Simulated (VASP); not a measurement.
Input of a VASP 6.6.1 run:

INCAR

```
PREC = Accurate
ENCUT = 520
EDIFF = 1E-7
ISMEAR = -1
SIGMA = 0.1
LREAL = False
LASPH = True
NELM = 60
ALGO = Normal
ISIF = 2
LWAVE = False
LCHARG = False
GGA = CA
NBANDS = 32
```

The input KPOINTS:

```
Automatic mesh
0
Gamma
  2 2 1
```

POSCAR

```
Lu
1.0
    3.3823924653      0.0000000000      0.0000000000
   -1.6911962327      2.9292378005      0.0000000000
    0.0000000000      0.0000000000      5.2524129119
Lu
2
Direct
    0.3333333333      0.6666666667      0.2500000000
    0.6666666667      0.3333333333      0.7500000000
```

Potentials or basis: VASP PAW PBE potentials, release 64 (Lu).

The run is started by

```bash
$ cat potpaw_PBE.64/Lu/POTCAR > POTCAR
$ mpirun -np 1 vasp_std > vasp.out
```

Q: What does it give for the pressure?

A: -12.6 GPa.

Q: What does it give for the band gap on the k mesh?

A: Zero (bands 25 and 26 overlap by 1.39 eV).

Stress tensor (GPa, compression positive):
```
-13.91   0.00   0.00
  0.00 -13.91   0.00
  0.00   0.00  -9.95
```

Caveat: the k points lie up to 1.20 Å⁻¹ apart, too coarse for converged energies and pressures of a metal; the PAW data sets were made with another functional, which shifts forces and pressure a little; spin-orbit coupling is left out, which moves the levels of the heavy elements.
